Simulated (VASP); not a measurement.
# ZnS (P6_3mc) in VASP: further runs, part 2 of 3

VASP 6.6.1. Earlier steps stand in the parts before.

**3. Single point, PBEsol (zz strain of +3 %)**

The input, INCAR:

```
SYSTEM = ZnS
PREC = Accurate
ENCUT = 520
EDIFF = 1E-6
ISMEAR = -1
SIGMA = 0.03
LREAL = .FALSE.
LASPH = .TRUE.
NELM = 100
ALGO = Normal
ISIF = 2
LWAVE = .FALSE.
LCHARG = .FALSE.
GGA = PS
NBANDS = 26
```

The input, KPOINTS:

```
regular mesh
0
G
  8 8 5
  0 0 0
```

The input, POSCAR:

```
ZnS
1.0
    3.8109987816      0.0000000000      0.0000000000
   -1.9054993908      3.3004217586      0.0000000000
    0.0000000000      0.0000000000      6.4210200000
Zn S
2 2
Direct
    0.3333333333      0.6666666667      0.0000000000
    0.6666666667      0.3333333333      0.5000000000
    0.3333333333      0.6666666667      0.3850000000
    0.6666666667      0.3333333333      0.8850000000
```

Potentials or basis: VASP PAW PBE potentials, release 64 (Zn, S).

On the command line:

```console
$ cat potpaw_PBE.64/Zn/POTCAR potpaw_PBE.64/S/POTCAR > POTCAR
$ mpirun -np 1 vasp_std > vasp.out
```

OUTCAR:

```text
SYSTEM = ZnS
   PREC = Accurate
   ENCUT = 520
   EDIFF = 1E-6
   ISMEAR = -1
   LREAL = .FALSE.
   LASPH = .TRUE.
   NELM = 100
   ISIF = 2
   GGA = PS

 ion  position               nearest neighbor table
   1  0.333  0.667  0.000-   4 2.32   4 2.32   4 2.32   3 2.47
   2  0.667  0.333  0.500-   3 2.32   3 2.32   3 2.32   4 2.47
   3  0.333  0.667  0.385-   2 2.32   2 2.32   2 2.32   1 2.47
   4  0.667  0.333  0.885-   1 2.32   1 2.32   1 2.32   2 2.47

  LATTYP: Found a hexagonal cell.
 ALAT       =     3.8109987816
 C/A-ratio  =     1.6848654035

  Lattice vectors:

 A1 = (   3.8109987816,   0.0000000000,   0.0000000000)
 A2 = (  -1.9054993908,   3.3004217586,   0.0000000000)
 A3 = (   0.0000000000,   0.0000000000,   6.4210200000)

Analysis of symmetry for initial positions (statically):
=====================================================================
 Subroutine PRICEL returns:
 Original cell was already a primitive cell.

 Routine SETGRP: Setting up the symmetry group for a
 hexagonal supercell.

 Subroutine GETGRP returns: Found 12 space group operations
 (whereof  6 operations were pure point group operations)
 out of a pool of 24 trial point group operations.

The static configuration has the point symmetry C_3v.
 The point group associated with its full space group is C_6v.

Analysis of symmetry for dynamics (positions and initial velocities):
=====================================================================
 Subroutine PRICEL returns:
 Original cell was already a primitive cell.

 Routine SETGRP: Setting up the symmetry group for a
 hexagonal supercell.

 Subroutine GETGRP returns: Found 12 space group operations
 (whereof  6 operations were pure point group operations)
 out of a pool of 24 trial point group operations.

The dynamic configuration has the point symmetry C_3v.
 The point group associated with its full space group is C_6v.

 Subroutine INISYM returns: Found 12 space group operations
 (whereof  6 operations are pure point group operations),
 and found     1 'primitive' translations

----------------------------------------------------------------------------------------

                                     Primitive cell

  volume of cell :      80.7630

  direct lattice vectors                    reciprocal lattice vectors
     3.810998782  0.000000000  0.000000000     0.262398405  0.151495789  0.000000000
    -1.905499391  3.300421759  0.000000000     0.000000000  0.302991579  0.000000000
     0.000000000  0.000000000  6.421020000     0.000000000  0.000000000  0.155738496

  length of vectors
     3.810998782  3.810998782  6.421020000     0.302991579  0.302991579  0.155738496

  position of ions in fractional coordinates (direct lattice)
     0.333333333  0.666666667  0.000000000
     0.666666667  0.333333333  0.500000000
     0.333333333  0.666666667  0.385000000
     0.666666667  0.333333333  0.885000000

  ion indices of the primitive-cell ions
   primitive index   ion index
                 1           1
                 2           2
                 3           3
                 4           4

----------------------------------------------------------------------------------------

 KPOINTS: regular mesh

Automatic generation of k-mesh.
 Grid dimensions read from file:
 generate k-points for:    8    8    5

 Generating k-lattice:

  Cartesian coordinates                     Fractional coordinates (reciprocal lattice)
     0.032799801  0.018936974  0.000000000     0.125000000  0.000000000  0.000000000
     0.000000000  0.037873947  0.000000000     0.000000000  0.125000000  0.000000000
     0.000000000  0.000000000  0.031147699     0.000000000  0.000000000  0.200000000

  Length of vectors
     0.037873947  0.037873947  0.031147699

  Shift w.r.t. Gamma in fractional coordinates (k-lattice)
     0.000000000  0.000000000  0.000000000

 Subroutine IBZKPT returns following result:
 ===========================================

 Found     30 irreducible k-points:

 Following reciprocal coordinates:
            Coordinates               Weight
  0.000000  0.000000  0.000000      1.000000
  0.125000 -0.000000  0.000000      6.000000
  0.250000 -0.000000  0.000000      6.000000
  0.375000 -0.000000  0.000000      6.000000
  0.500000 -0.000000  0.000000      3.000000
  0.125000  0.125000  0.000000      6.000000
[... 16 lines left out ...]
  0.250000 -0.000000  0.400000     12.000000
  0.375000 -0.000000  0.400000     12.000000
 [... further k-points ...]
   k-points           NKPTS =     30   k-points in BZ     NKDIM =     30   number of bands    NBANDS=     26
   number of dos      NEDOS =    301   number of ions     NIONS =      4
   total plane-waves  NPLWV =  37632
   dimension x,y,z NGX =    28 NGY =   28 NGZ =   48
   dimension x,y,z NGXF=    56 NGYF=   56 NGZF=   96
   ions per type =               2   2
   NGX,Y,Z   is equivalent  to a cutoff of  12.21, 12.21, 12.43 a.u.
   NGXF,Y,Z  is equivalent  to a cutoff of  24.43, 24.43, 24.86 a.u.
 SYSTEM =  ZnS
   PREC   = accura    normal or accurate (medium, high low for compatibility)
   ISTART =      0    job   : 0-new  1-cont  2-samecut
   ICHARG =      2    charge: 1-file 2-atom 10-const
   ISPIN  =      1    spin polarized calculation?
   LNONCOLLINEAR =      F non collinear calculations
   LSORBIT =      F    spin-orbit coupling
   LASPH  =      T    aspherical Exc in radial PAW
   ENCUT  =  520.0 eV  38.22 Ry    6.18 a.u.   7.09  7.09 11.94*2*pi/ulx,y,z
   NELM   =    100;   NELMIN=  2; NELMDL= -5     # of ELM steps
   EDIFF  = 0.1E-05   stopping-criterion for ELM
   LREAL  =      F    real-space projection
   EDIFFG = 0.1E-04   stopping-criterion for IOM
   NSW    =      0    number of steps for IOM
   IBRION =     -1    ionic relax: 0-MD 1-quasi-New 2-CG
   NFREE  =      0    steps in history (QN), initial steepest desc. (CG)
   ISIF   =      2    stress and relaxation
   ISYM   =      2    0-nonsym 1-usesym 2-fastsym
   POTIM  = 0.5000    time-step for ionic-motion
   TEBEG  =    0.0;   TEEND  =   0.0 temperature during run
   PSTRESS=    0.0 pullay stress
   NELECT =      36.0000    total number of electrons
   NUPDOWN=      -1.0000    fix difference up-down
   EMIN   =  10.00;   EMAX   =-10.00  energy-range for DOS
   EFERMI =   0.00;   METHOD = LEGACY
   ISMEAR =    -1;   SIGMA  =   0.03  broadening in eV -4-tet -1-fermi 0-gaus
   EFERMI_NEDOS =   21; number of points for ismear=-14 and -15
   IALGO  =     38    algorithm
   IMIX   =      4    mixing-type and parameters
     AMIX     =   0.40;   BMIX     =  1.00
     AMIX_MAG =   1.60;   BMIX_MAG =  1.00
  volume/ion in A,a.u.               =      20.19       136.25
  Fermi-wavevector in a.u.,A,eV,Ry     =   1.250561  2.363218 21.278192  1.563903
  Thomas-Fermi vector in A             =   2.384550
   LORBIT       =      0    0 simple, 1 ext, 2 COOP (PROOUT), +10 PAW based schemes
   GGA     = PS    functional components
   LHFCALC =     F    Hartree Fock is set to
   AEXX    =    0.0000 exact exchange contribution
   IVDW    =     0    specifies the selected vdW correction
   LEPSILON=     F    determine dielectric tensor
   LRPA    =     F    only Hartree local field effects (RPA)
 non-spin polarized calculation
  energy-cutoff  :      520.00
  volume of cell :       80.76
 maximum number of plane-waves:      2192
   NGX = 15   NGY = 15   NGZ = 23

 number of electron      36.0000011 magnetization

 Free energy of the ion-electron system (eV)
  ---------------------------------------------------
  ext. energy  EPLUGINS =         0.00000000
  ---------------------------------------------------
  free energy    TOTEN  =       -15.08074720 eV

  energy without entropy =      -15.08074720  energy(sigma->0) =      -15.08074720

 E-fermi :   2.4485     XC(G=0):  -9.7305

 val. band max:        1.8181687407   @ k =   0.0000   0.0000   0.0000
 cond. band min:       3.7654069914   @ k =   0.0000   0.0000   0.0000
 fundamental gap:      1.9472382507
 Fermi energy:         2.4484796544

 k-point     1 :       0.0000    0.0000    0.0000
  band No.  band energies     occupation
      1     -11.2183      2.00000
      2     -10.4000      2.00000
      3      -4.5128      2.00000
      4      -4.5128      2.00000
      5      -4.4580      2.00000
      6      -4.4580      2.00000
[... 685 lines left out ...]
     25      10.6639      0.00000
     26      11.1233      0.00000

 [... further k-points ...]

------------------------ aborting loop because EDIFF is reached ----------------------------------------

  FORCE on cell =-STRESS in cart. coord.  units (eV):
  Direction    XX          YY          ZZ          XY          YZ          ZX
  --------------------------------------------------------------------------------------
  -------------------------------------------------------------------------------------
  Total       -0.6389782     -0.6389782     -2.9544070      0.0000000     -0.0000000      0.0000000
  in kB      -12.6760620    -12.6760620    -58.6095840      0.0000000     -0.0000000      0.0000000
  external PRESSURE =     -27.9872360 kB  Pullay stress =       0.0000000 kB

 VOLUME and BASIS-vectors are now :
 -----------------------------------------------------------------------------
  energy-cutoff  :      520.00
  volume of cell :       80.76
      direct lattice vectors                 reciprocal lattice vectors
     3.810998782  0.000000000  0.000000000     0.262398405  0.151495789  0.000000000
    -1.905499391  3.300421759  0.000000000     0.000000000  0.302991579  0.000000000
     0.000000000  0.000000000  6.421020000     0.000000000  0.000000000  0.155738496

 POSITION                                       TOTAL-FORCE (eV/Angst)
 -----------------------------------------------------------------------------------
     -0.00000      2.20028      0.00000         0.000000      0.000000      0.361775
      1.90550      1.10014      3.21051        -0.000000      0.000000      0.361775
     -0.00000      2.20028      2.47209         0.000000      0.000000     -0.361775
      1.90550      1.10014      5.68260         0.000000      0.000000     -0.361775
 -----------------------------------------------------------------------------------
    total drift:                               -0.000000     -0.000000     -0.000121

  FREE ENERGIE OF THE ION-ELECTRON SYSTEM (eV)
  ---------------------------------------------------
  free  energy   TOTEN  =       -15.0807471975 eV

  energy  without entropy=      -15.0807471974  energy(sigma->0) =      -15.08074720
```

OSZICAR:

```text
N       E                     dE             d eps       ncg     rms          rms(c)
DAV:   1     0.239143310438E+03    0.23914E+03   -0.16994E+04  1560   0.165E+03
DAV:   2     0.815259980774E+01   -0.23099E+03   -0.22100E+03  1624   0.345E+02
DAV:   3    -0.153120524505E+02   -0.23465E+02   -0.23234E+02  1878   0.110E+02
DAV:   4    -0.158887764892E+02   -0.57672E+00   -0.57542E+00  1782   0.174E+01
DAV:   5    -0.158975614286E+02   -0.87849E-02   -0.87825E-02  1910   0.213E+00    0.918E+00
DAV:   6    -0.150930590967E+02    0.80450E+00   -0.17796E+00  2184   0.395E+01    0.708E+00
DAV:   7    -0.150893317388E+02    0.37274E-02   -0.11071E+00  1682   0.649E+00    0.316E+00
DAV:   8    -0.150807829328E+02    0.85488E-02   -0.29358E-02  2012   0.176E+00    0.793E-01
DAV:   9    -0.150805177041E+02    0.26523E-03   -0.82304E-03  2122   0.144E+00    0.203E-01
DAV:  10    -0.150806258444E+02   -0.10814E-03   -0.54207E-04  1892   0.295E-01    0.101E-01
DAV:  11    -0.150807475244E+02   -0.12168E-03   -0.19366E-04  1634   0.912E-02    0.429E-02
DAV:  12    -0.150807451005E+02    0.24239E-05   -0.83990E-06  1964   0.631E-02    0.103E-02
DAV:  13    -0.150807472056E+02   -0.21051E-05   -0.43415E-06  1614   0.105E-02    0.354E-03
DAV:  14    -0.150807471975E+02    0.81654E-08   -0.45431E-07  1190   0.134E-02
   1 F= -.15080747E+02 E0= -.15080747E+02  d E =-.765964E-11
```

It took 52 s on 1 thread of Intel Xeon 6975P-C, shared host; peak memory 0.21 GiB.

Results:

| Quantity | Value |
| --- | --- |
| Free energy | -15.0807 eV |
| Pressure | -2.8 GPa |
| Largest force | 0.362 eV/Å |
| Band gap on the k mesh | 1.95 eV, direct |

Forces in eV/Å, atoms in the order of the input:
```
Zn   0.000  0.000  0.362
Zn   0.000  0.000  0.362
S    0.000  0.000 -0.362
S    0.000  0.000 -0.362
```

Stress tensor (GPa, compression positive):
```
-1.27  0.00  0.00
 0.00 -1.27  0.00
 0.00  0.00 -5.86
```

Caveat: the cell differs from its parent crystal (zz strain of +3 %); the PAW data sets were made with another functional, which shifts forces and pressure a little.

(Part 2 of 3 ends here.)
